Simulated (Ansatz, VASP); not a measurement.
## Two plane-wave programs on Os

```
CELL_PARAMETERS angstrom
2.95283 0.00000 0.00000
-1.47641 2.55722 0.00000
0.00000 0.00000 3.97412
ATOMIC_POSITIONS crystal
Os 0.33333 0.66667 0.25000
Os 0.66667 0.33333 0.75000
```

Change from the starting cell: strain +0.080 along x and y, -0.080 along z, atoms carried along.

Alike in both runs: task single point; functional PBEsol; k mesh 18 × 18 × 12; occupations gaussian, width 0.15 eV; no spin polarisation.

|  | VASP | Ansatz |
| --- | --- | --- |
| version | VASP 6.6.1 | Ansatz 0.2.0 |
| potentials or method | VASP PAW PBE potentials, release 64 (Os), cutoff 520 eV | scalar-relativistic, plane waves, PAW |
| valence electrons in the cell | 16 | 32 |

VASP gave:

- gap on the k mesh at the Fermi level (eV): none
- pressure (GPa): -15.8
- traceless stress, the component that is largest in VASP (GPa): 39.24

Problem. What did Ansatz give for the same quantities?

Solution. gap on the k mesh at the Fermi level (eV): none; pressure (GPa): -15.7; traceless stress, the component that is largest in VASP (GPa): 39.65.

VASP's potentials were made for PBE, not for PBEsol. A gap of «none» marks a metal or a gap that the smearing closes. VASP's potentials hold 16 valence electrons a cell and Ansatz's 32, so a difference there can come from the potentials and not from the codes.

Neither program's run includes spin-orbit coupling.
